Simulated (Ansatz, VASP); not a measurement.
**Se: VASP beside Ansatz**

```
CELL_PARAMETERS angstrom
-2.91186 2.56371 1.37435
2.56371 -2.91186 1.37435
3.52288 3.52288 -2.01198
ATOMIC_POSITIONS crystal
Se 0.05642 0.94358 0.00000
Se 0.69358 0.30642 0.50000
```

Alike in both runs: task single point; functional PBEsol; k mesh 16 × 16 × 8; occupations fermi-dirac, width 0.1 eV; no spin polarisation.

|  | VASP | Ansatz |
| --- | --- | --- |
| version | VASP 6.6.1 | Ansatz 0.2.0 |
| potentials or method | VASP PAW PBE potentials, release 64 (Se), cutoff 520 eV | plane waves (420 eV) with PAW, scalar-relativistic |
| valence electrons in the cell | 12 | 32 |

|  | VASP | Ansatz | Ansatz less VASP |
| --- | --- | --- | --- |
| pressure (GPa) | 0.1 | -0.1 | -0.12 |
| traceless stress, the component that is largest in VASP (GPa) | -0.54 | -0.51 | +0.029 |

VASP's potentials were made for PBE, not for PBEsol, and Ansatz warns of the same on its side. With one functional, cell and mesh, what is left measures potentials, basis and numerics. VASP's potentials hold 12 valence electrons a cell and Ansatz's 32, so a difference there can come from the potentials and not from the codes.
